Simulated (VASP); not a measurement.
A run of VASP 6.6.1 is set up as follows.

Contents of INCAR:

```
PREC     = Accurate       # precision mode
ENCUT    = 520            # plane-wave cutoff, eV
EDIFF    = 1E-6           # SCF threshold, eV
ISMEAR   = 0              # smearing method
SIGMA    = 0.1            # smearing width, eV
LREAL    = False          # projectors in reciprocal space
LASPH    = True           # aspherical terms in the spheres
NELM     = 80             # most SCF steps
ALGO     = Normal         # electronic algorithm
ISIF     = 2              # what is computed and relaxed
LWAVE    = False          # write WAVECAR
LCHARG   = False          # write CHGCAR
GGA      = PE             # functional
NBANDS   = 48             # bands
```

File KPOINTS:

```
Automatic mesh
0
Gamma
  4 4 4
  0.5 0.5 0.5
```

Contents of POSCAR:

```
Al9Cu4
1.0
    0.0000000000      0.0000000000     -5.7824626538
    4.0892560504     -4.0892560504      0.0000000000
   -4.0892560504     -4.0892560504      0.0000000000
Al Cu
9 4
Direct
    0.2397058283      0.7396198631      0.2396171792
    0.7603480149      0.2602818182      0.2396766033
    0.2396389018      0.2604082471      0.7604055510
    0.7603519924      0.7396751298      0.7602832793
    0.2396752185      0.2603729106      0.2395894236
    0.7603208638      0.7397085100      0.2397055816
    0.2396705492      0.7395877056      0.7603746162
    0.7603782788      0.2603160543      0.7603131136
   -0.5001180592      0.0000372928     -0.4999570765
    0.5000001164     -0.0000002445     -0.0000748302
   -0.0000920023      0.5000298281      0.0000342361
    0.4999999435      0.4999349453      0.4999997493
    0.0001992231      0.0000002445      0.5000002384
```

Potentials or basis: VASP PAW PBE potentials, release 64 (Al, Cu).

Launch:

```sh
$ cat potpaw_PBE.64/Al/POTCAR potpaw_PBE.64/Cu/POTCAR > POTCAR
$ mpirun -np 1 vasp_std > vasp.out
```

(1) Predict the band gap on the k mesh.

(2) What does it give for the pressure?

(3) What does it give for the largest force?

Answers

(1) zero (an odd number of electrons rules out a gap without spin polarisation).

(2) 6.8 GPa.

(3) 0.004 eV/Å.
